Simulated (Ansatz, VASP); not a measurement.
## Two plane-wave programs on BeGeF4

```xyz
6
Lattice="3.3414 -3.4026 0.0000 3.3414 3.4026 0.0000 0.0000 0.0000 3.0382" Properties=species:S:1:pos:R:3 pbc="T T T"
Be    3.3414    0.0000    1.5191
Ge    0.0000    0.0000    0.0000
F     3.3414   -1.2159    0.0000
F     3.3414    1.2159    0.0000
F     4.9702    0.0000    1.5191
F     1.7126    0.0000    1.5191
```

Alike in both runs: task relaxation of cell and atoms; functional PBE; k mesh 6 × 6 × 10; occupations gaussian, width 0.02 eV; no spin polarisation.

|  | VASP | Ansatz |
| --- | --- | --- |
| version | VASP 6.6.1 | Ansatz 0.2.0 |
| potentials or method | VASP PAW PBE potentials, release 64 (Be, Ge_d, F), cutoff 600 eV | scalar-relativistic, plane waves, PAW |
| valence electrons in the cell | 44 | 44 |

|  | VASP | Ansatz | Ansatz less VASP |
| --- | --- | --- | --- |
| gap on the k mesh at the Fermi level, each at its own relaxed structure (eV) | 2.22 | 2.24 | +0.018 |
| relaxed volume (Å³/atom) | 11.48 | 11.53 | +0.049 |
| relaxed length of the cell vector where the two differ most in proportion (Å) | 3.027 | 3.042 | +0.0150 |
